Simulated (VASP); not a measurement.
# Ge (P-1) in VASP: single point with PBE

Aim: the single point of Ge with PBE.

All numbers are computed with VASP 6.6.1; they aren't measurements. Logs are shortened: lines on timing, memory, paths and dates and some standing lists are left out, and cuts for length are marked.

### Step 1. The cell of the first run

The typed cell holds 2 atoms: a = 2.712 Å, b = 2.826 Å, c = 5.175 Å, α = 90.36°, β = 90.43°, γ = 91.98°.

### Step 2. Single point, PBE (atoms moved at random and the cell strained at random)

Contents of INCAR:

```
SYSTEM = Ge
PREC = Accurate
ENCUT = 520
EDIFF = 1E-6
ISMEAR = 0
SIGMA = 0.15
LREAL = .False.
LASPH = .True.
NELM = 100
ALGO = Normal
ISIF = 2
LWAVE = .False.
LCHARG = .False.
GGA = PE
NBANDS = 21
```

Contents of KPOINTS:

```
Automatic mesh
0
Gamma
  12 12 8
  0 0 0
```

Contents of POSCAR:

```
Ge
1.0
   -0.0467713906      0.0101661367     -2.7116106015
    2.8254377309      0.0091115505      0.0490233073
   -0.0165549905     -5.1746696721      0.0193604265
Ge
2
Direct
   -0.0217578670      0.5002090768      0.0082227629
    0.0217578670     -0.0002090768      0.4917772371
```

Potentials or basis: VASP PAW PBE potentials, release 64 (Ge_d).

Launch:

```sh
> cat potpaw_PBE.64/Ge_d/POTCAR > POTCAR
> mpirun -np 1 vasp_std > vasp.out
```

OUTCAR:

```text
SYSTEM = Ge
   PREC = Accurate
   ENCUT = 520
   EDIFF = 1E-6
   ISMEAR = 0
   LREAL = .False.
   LASPH = .True.
   NELM = 100
   ISIF = 2
   GGA = PE

 ion  position               nearest neighbor table
   1  0.978  0.500  0.008-   2 2.86   2 2.89
   2  0.022  1.000  0.492-   1 2.86   1 2.89

  LATTYP: Found a triclinic cell.
 ALAT       =     2.7120329953
 B/A-ratio  =     1.4689360177
 C/A-ratio  =     1.9080639431
 COS(alpha) =     0.0005507993
 COS(beta)  =     0.0074340675
 COS(gamma) =     0.7052913269

  Lattice vectors:

 A1 = (  -0.0467713906,   0.0101661367,  -2.7116106015)
 A2 = (  -2.8722091215,   0.0010545862,  -2.7606339088)
 A3 = (   0.0165549905,   5.1746696721,  -0.0193604265)

Analysis of symmetry for initial positions (statically):
=====================================================================
 Subroutine PRICEL returns:
 Original cell was already a primitive cell.

 Routine SETGRP: Setting up the symmetry group for a
 triclinic supercell.

 Subroutine GETGRP returns: Found  2 space group operations
 (whereof  1 operations were pure point group operations)
 out of a pool of  2 trial point group operations.

The static configuration has the point symmetry C_1 .
 The point group associated with its full space group is S_2 .

Analysis of symmetry for dynamics (positions and initial velocities):
=====================================================================
 Subroutine PRICEL returns:
 Original cell was already a primitive cell.

 Routine SETGRP: Setting up the symmetry group for a
 triclinic supercell.

 Subroutine GETGRP returns: Found  2 space group operations
 (whereof  1 operations were pure point group operations)
 out of a pool of  2 trial point group operations.

The dynamic configuration has the point symmetry C_1 .
 The point group associated with its full space group is S_2 .

 Subroutine INISYM returns: Found  2 space group operations
 (whereof  1 operations are pure point group operations),
 and found     1 'primitive' translations

----------------------------------------------------------------------------------------

                                     Primitive cell

  volume of cell :      39.6328

  direct lattice vectors                    reciprocal lattice vectors
    -0.046771391  0.010166137 -2.711610601     0.006405193 -0.001400689 -0.368900247
     2.825437731  0.009111550  0.049023307     0.354037216 -0.001155512 -0.006110966
    -0.016554990 -5.174669672  0.019360426     0.000635972 -0.193253837 -0.000735500

  length of vectors
     2.712032995  2.825877682  5.174732371     0.368958508  0.354091838  0.193256283

  position of ions in fractional coordinates (direct lattice)
     0.978242133  0.500209077  0.008222763
     0.021757867  0.999790923  0.491777237

  ion indices of the primitive-cell ions
   primitive index   ion index
                 1           1
                 2           2

----------------------------------------------------------------------------------------

 KPOINTS: Automatic mesh

Automatic generation of k-mesh.
 Grid dimensions read from file:
 generate k-points for:   12   12    8

 Generating k-lattice:

  Cartesian coordinates                     Fractional coordinates (reciprocal lattice)
     0.000533766 -0.000116724 -0.030741687     0.083333333 -0.000000000 -0.000000000
     0.029503101 -0.000096293 -0.000509247     0.000000000  0.083333333 -0.000000000
     0.000079496 -0.024156730 -0.000091938     0.000000000  0.000000000  0.125000000

  Length of vectors
     0.030746542  0.029507653  0.024157035

  Shift w.r.t. Gamma in fractional coordinates (k-lattice)
     0.000000000  0.000000000  0.000000000

 Subroutine IBZKPT returns following result:
 ===========================================

 Found    580 irreducible k-points:

 Following reciprocal coordinates:
            Coordinates               Weight
  0.000000  0.000000  0.000000      1.000000
  0.083333  0.000000 -0.000000      2.000000
  0.166667  0.000000 -0.000000      2.000000
  0.250000  0.000000  0.000000      2.000000
  0.333333  0.000000  0.000000      2.000000
  0.416667 -0.000000 -0.000000      2.000000
[... 16 lines left out ...]
  0.250000  0.166667 -0.000000      2.000000
  0.333333  0.166667  0.000000      2.000000
 [... further k-points ...]
   k-points           NKPTS =    580   k-points in BZ     NKDIM =    580   number of bands    NBANDS=     21
   number of dos      NEDOS =    301   number of ions     NIONS =      2
   total plane-waves  NPLWV =  19200
   dimension x,y,z NGX =    20 NGY =   24 NGZ =   40
   dimension x,y,z NGXF=    40 NGYF=   48 NGZF=   80
   ions per type =               2
   NGX,Y,Z   is equivalent  to a cutoff of  12.26, 14.12, 12.85 a.u.
   NGXF,Y,Z  is equivalent  to a cutoff of  24.52, 28.24, 25.70 a.u.
 SYSTEM =  Ge
   PREC   = accura    normal or accurate (medium, high low for compatibility)
   ISTART =      0    job   : 0-new  1-cont  2-samecut
   ICHARG =      2    charge: 1-file 2-atom 10-const
   ISPIN  =      1    spin polarized calculation?
   LNONCOLLINEAR =      F non collinear calculations
   LSORBIT =      F    spin-orbit coupling
   LASPH  =      T    aspherical Exc in radial PAW
   ENCUT  =  520.0 eV  38.22 Ry    6.18 a.u.   5.04  5.25  9.62*2*pi/ulx,y,z
   NELM   =    100;   NELMIN=  2; NELMDL= -5     # of ELM steps
   EDIFF  = 0.1E-05   stopping-criterion for ELM
   LREAL  =      F    real-space projection
   EDIFFG = 0.1E-04   stopping-criterion for IOM
   NSW    =      0    number of steps for IOM
   IBRION =     -1    ionic relax: 0-MD 1-quasi-New 2-CG
   NFREE  =      0    steps in history (QN), initial steepest desc. (CG)
   ISIF   =      2    stress and relaxation
   ISYM   =      2    0-nonsym 1-usesym 2-fastsym
   POTIM  = 0.5000    time-step for ionic-motion
   TEBEG  =    0.0;   TEEND  =   0.0 temperature during run
   PSTRESS=    0.0 pullay stress
   NELECT =      28.0000    total number of electrons
   NUPDOWN=      -1.0000    fix difference up-down
   EMIN   =  10.00;   EMAX   =-10.00  energy-range for DOS
   EFERMI =   0.00;   METHOD = LEGACY
   ISMEAR =     0;   SIGMA  =   0.15  broadening in eV -4-tet -1-fermi 0-gaus
   EFERMI_NEDOS =   21; number of points for ismear=-14 and -15
   IALGO  =     38    algorithm
   IMIX   =      4    mixing-type and parameters
     AMIX     =   0.40;   BMIX     =  1.00
     AMIX_MAG =   1.60;   BMIX_MAG =  1.00
  volume/ion in A,a.u.               =      19.82       133.73
  Fermi-wavevector in a.u.,A,eV,Ry     =   1.458062  2.755337 28.925217  2.125944
  Thomas-Fermi vector in A             =   2.574790
   LORBIT       =      0    0 simple, 1 ext, 2 COOP (PROOUT), +10 PAW based schemes
   GGA     = PE    functional components
   LHFCALC =     F    Hartree Fock is set to
   AEXX    =    0.0000 exact exchange contribution
   IVDW    =     0    specifies the selected vdW correction
   LEPSILON=     F    determine dielectric tensor
   LRPA    =     F    only Hartree local field effects (RPA)
 non-spin polarized calculation
 Gauss-broadening in eV      SIGMA  =   0.15
  energy-cutoff  :      520.00
  volume of cell :       39.63
 maximum number of plane-waves:      1086
   NGX = 11   NGY = 11   NGZ = 19

 number of electron      27.9999974 magnetization

 Free energy of the ion-electron system (eV)
  ---------------------------------------------------
  ext. energy  EPLUGINS =         0.00000000
  ---------------------------------------------------
  free energy    TOTEN  =        -8.52624666 eV

  energy without entropy =       -8.51636538  energy(sigma->0) =       -8.52130602

 E-fermi :   6.1065     XC(G=0): -10.9843

 val. band max:        6.1029701556   @ k =  -0.4167  -0.4167   0.1250
 cond. band min:       6.1087546837   @ k =   0.0000   0.2500   0.3750
 fundamental gap:      0.0057845282
 Fermi energy:         6.1065311228

 k-point     1 :       0.0000    0.0000    0.0000
  band No.  band energies     occupation
      1     -18.6242      2.00000
      2     -18.6183      2.00000
      3     -18.5623      2.00000
      4     -18.5304      2.00000
      5     -18.5265      2.00000
      6     -18.4596      2.00000
[... 13 lines left out ...]
     20      16.5677      0.00000
     21      18.8513      0.00000

 k-point     2 :       0.0833    0.0000   -0.0000
  band No.  band energies     occupation
      1     -18.6125      2.00000
      2     -18.6115      2.00000
      3     -18.5616      2.00000
      4     -18.5260      2.00000
      5     -18.5215      2.00000
      6     -18.4656      2.00000
[... 13 lines left out ...]
     20      17.9098      0.00000
     21      19.1333      0.00000

 k-point     3 :       0.1667    0.0000   -0.0000
  band No.  band energies     occupation
      1     -18.6004      2.00000
      2     -18.5776      2.00000
      3     -18.5590      2.00000
      4     -18.5244      2.00000
      5     -18.4934      2.00000
      6     -18.4817      2.00000
[... 13 lines left out ...]
     20      16.4074      0.00000
     21      19.0058      0.00000

 k-point     4 :       0.2500    0.0000    0.0000
  band No.  band energies     occupation
      1     -18.5901      2.00000
      2     -18.5585      2.00000
      3     -18.5285      2.00000
      4     -18.5222      2.00000
      5     -18.5038      2.00000
      6     -18.4517      2.00000
[... 13 lines left out ...]
     20      16.3456      0.00000
     21      19.6627      0.00000

 k-point     5 :       0.3333    0.0000    0.0000
  band No.  band energies     occupation
      1     -18.5831      2.00000
      2     -18.5557      2.00000
      3     -18.5257      2.00000
      4     -18.5201      2.00000
      5     -18.4824      2.00000
      6     -18.4676      2.00000
[... 13 lines left out ...]
     20      17.2215      0.00000
     21      20.4740      0.00000
[... 382 lines left out ...]
     20      18.6615      0.00000
     21      19.5533      0.00000

 k-point    22 :       0.1667    0.1667    0.0000
  band No.  band energies     occupation
      1     -18.5649      2.00000
      2     -18.5632      2.00000
      3     -18.5342      2.00000
      4     -18.5304      2.00000
      5     -18.4954      2.00000
      6     -18.4785      2.00000
[... 13 lines left out ...]
     20      18.0544      0.00000
     21      19.4807      0.00000

 k-point    23 :       0.2500    0.1667   -0.0000
  band No.  band energies     occupation
      1     -18.5535      2.00000
      2     -18.5348      2.00000
      3     -18.5293      2.00000
      4     -18.5120      2.00000
      5     -18.4996      2.00000
      6     -18.4602      2.00000
[... 13 lines left out ...]
     20      18.6309      0.00000
     21      20.0012      0.00000

 k-point    24 :       0.3333    0.1667    0.0000
  band No.  band energies     occupation
      1     -18.5481      2.00000
      2     -18.5309      2.00000
      3     -18.5271      2.00000
      4     -18.5195      2.00000
      5     -18.4768      2.00000
      6     -18.4712      2.00000
[... 13 lines left out ...]
     20      18.1188      0.00000
     21      19.4079      0.00000

 [... further k-points ...]

------------------------ aborting loop because EDIFF is reached ----------------------------------------

  FORCE on cell =-STRESS in cart. coord.  units (eV):
  Direction    XX          YY          ZZ          XY          YZ          ZX
  --------------------------------------------------------------------------------------
  -------------------------------------------------------------------------------------
  Total        0.1670563     -0.7906924     -0.2538106     -0.0154450      0.0655761     -0.4019261
  in kB        6.7533396    -31.9641542    -10.2604276     -0.6243737      2.6509474    -16.2480741
  external PRESSURE =     -11.8237474 kB  Pullay stress =       0.0000000 kB

 VOLUME and BASIS-vectors are now :
 -----------------------------------------------------------------------------
  energy-cutoff  :      520.00
  volume of cell :       39.63
      direct lattice vectors                 reciprocal lattice vectors
    -0.046771391  0.010166137 -2.711610601     0.006405193 -0.001400689 -0.368900247
     2.825437731  0.009111550  0.049023307     0.354037216 -0.001155512 -0.006110966
    -0.016554990 -5.174669672  0.019360426     0.000635972 -0.193253837 -0.000735500

 POSITION                                       TOTAL-FORCE (eV/Angst)
 -----------------------------------------------------------------------------------
      1.36742     -0.02805     -2.62793        -0.002768      0.151417     -0.040436
      2.81569     -2.53545     -0.00046         0.002768     -0.151417      0.040436
 -----------------------------------------------------------------------------------
    total drift:                                0.000000     -0.000000      0.000000

  FREE ENERGIE OF THE ION-ELECTRON SYSTEM (eV)
  ---------------------------------------------------
  free  energy   TOTEN  =        -8.5262466560 eV

  energy  without entropy=       -8.5163653815  energy(sigma->0) =       -8.52130602
```

It took 7.4 min on 1 thread of AMD EPYC 7R13, shared host; peak memory 0.45 GiB.

What came out:

* Free energy: -8.5262 eV
* Pressure: -1.2 GPa
* Largest force: 0.157 eV/Å
* Band gap on the k mesh: zero (band 14 reaches 11.10 eV, above the bottom of band 15 at 4.01 eV)

Forces on the atoms (eV/Å):
```
Ge  -0.003  0.151 -0.040
Ge   0.003 -0.151  0.040
```

Caveat: the cell differs from its parent crystal (atoms moved at random and the cell strained at random).
